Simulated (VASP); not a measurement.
Cu: single point with PBE+D3(BJ)

Cu:

```
CELL_PARAMETERS angstrom
0.00000 1.80750 1.80750
1.80750 0.00000 1.80750
1.80750 1.80750 0.00000
ATOMIC_POSITIONS crystal
Cu 0.00000 0.00000 0.00000
```

* Program: VASP 6.6.1
* Task: single point
* Functional: PBE
* Dispersion: D3(BJ)
* Potentials or basis: VASP PAW PBE potentials, release 64 (Cu)
* Cutoff: 600 eV
* k mesh: 13 × 13 × 13
* Occupations: fermi-dirac, width 0.05 eV
* Spin: no spin polarisation
* Dipole correction: no
* Further INCAR settings: ALGO = Normal; EDIFF = 1e-06; NBANDS = 12

| Property | Result |
| --- | --- |
| Pressure | -6.0 GPa |
| Dispersion energy per atom | -0.583 eV |

Levels at points of the mesh, in eV from the Fermi level:
```
           k point  band 3  band 4  band 5  band 6  band 7  band 8  band 9  band 10
(0.00, 0.00, 0.00)   -3.21   -3.21   -2.39   -2.39   22.42   25.06   25.06    25.06
```

Run time: 23 s on 1 thread of Intel Xeon 8259CL (shared host), peak memory 0.14 GiB.

Caveat: pairwise dispersion overbinds metals, which lowers pressure and volume.
